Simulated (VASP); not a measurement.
Write the native input for VASP 6.6.1 that does the following.

```yaml
Task: relaxation of cell and atoms
Functional: PBE
Potentials_or_basis: VASP PAW PBE potentials, release 64 (Si, F)
Cutoff: 600 eV
k_mesh: 14 × 14 × 14
Occupations: gaussian, width 0.1 eV
Spin: no spin polarisation
Dipole_correction: no
Further_INCAR_settings: ALGO = Normal; EDIFF = 1e-06; IBRION = 2; EDIFFG = -0.01; NSW = 100; ISIF = 3
```

The structure of Si3F lies in POSCAR:

```
Si3F
1.0
    0.0000000000      2.9996543661      2.9996543661
    2.9996543661      0.0000000000      2.9996543661
    2.9996543661      2.9996543661      0.0000000000
Si F
3 1
Direct
    0.7500000000      0.7500000000      0.7500000000
    0.2500000000      0.2500000000      0.2500000000
    0.0000000000      0.0000000000      0.0000000000
    0.5000000000      0.5000000000      0.5000000000
```

The cell was generated, and may not be a known phase.

These files were run (other wordings do the same):

INCAR

```
SYSTEM = Si3F
PREC = Accurate ; ENCUT = 600
EDIFF = 1E-6 ; ISMEAR = 0
SIGMA = 0.1 ; LREAL = .False.
LASPH = .True. ; NELM = 80
ALGO = Normal ; ISIF = 3
LWAVE = .False. ; LCHARG = .False.
GGA = PE ; IBRION = 2
NSW = 100 ; EDIFFG = -0.01
```

KPOINTS

```
regular mesh
0
Gamma
  14 14 14
  0 0 0
```

Potentials or basis: VASP PAW PBE potentials, release 64 (Si, F).

Command:

```console
$ cat potpaw_PBE.64/Si/POTCAR potpaw_PBE.64/F/POTCAR > POTCAR
$ mpirun -np 1 vasp_std > vasp.out
```

It gave:

The relaxed volume is 13.38 Å³/atom. The relaxed cell is a = 4.231 Å, b = 4.231 Å, c = 4.231 Å, α = 60.00°, β = 60.00°, γ = 60.00°, the space group after relaxing (to 0.1 Å) is Fm-3m (No. 225) and the energy gained by relaxing is 0.3 meV/atom. The ionic steps are 3. The pressure after relaxing is 0.0 GPa and the band gap on the k mesh is zero (an odd number of electrons rules out a gap without spin polarisation).

Caveat: an odd number of electrons without spin polarisation forces a metal; a magnetic or distorted state may lie lower.

It took 5.2 min on 1 thread of Intel Xeon 8259CL, with other jobs on the host, peak memory 0.26 GiB.
